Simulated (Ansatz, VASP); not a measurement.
SnH: VASP beside Ansatz

```
Sn H
1.0
     3.08313    0.00000    0.00000
     0.00000    3.08313    0.00000
     0.00000    0.00000    3.96614
Sn H
1 1
Direct
  0.50000 0.50000 0.50000
  0.50000 0.50000 0.00000
```

Alike in both runs: task relaxation of cell and atoms; functional PBE; k mesh 14 × 14 × 12; occupations gaussian, width 0.1 eV; no spin polarisation.

|  | VASP | Ansatz |
| --- | --- | --- |
| version | VASP 6.6.1 | Ansatz 0.2.0 |
| potentials or method | VASP PAW PBE potentials, release 64 (Sn_d, H), cutoff 600 eV | scalar-relativistic, plane waves, PAW |
| valence electrons in the cell | 15 | 15 |

|  | VASP | Ansatz | Ansatz less VASP |
| --- | --- | --- | --- |
| gap on the k mesh at the Fermi level, each at its own relaxed structure (eV) | none | none | - |
| relaxed volume (Å³/atom) | 18.49 | 18.49 | +0.002 |
| relaxed cell length with the largest relative difference (Å) | 3.055 | 3.055 | +0.0002 |

A gap of «none» marks a metal or a gap that the smearing closes.
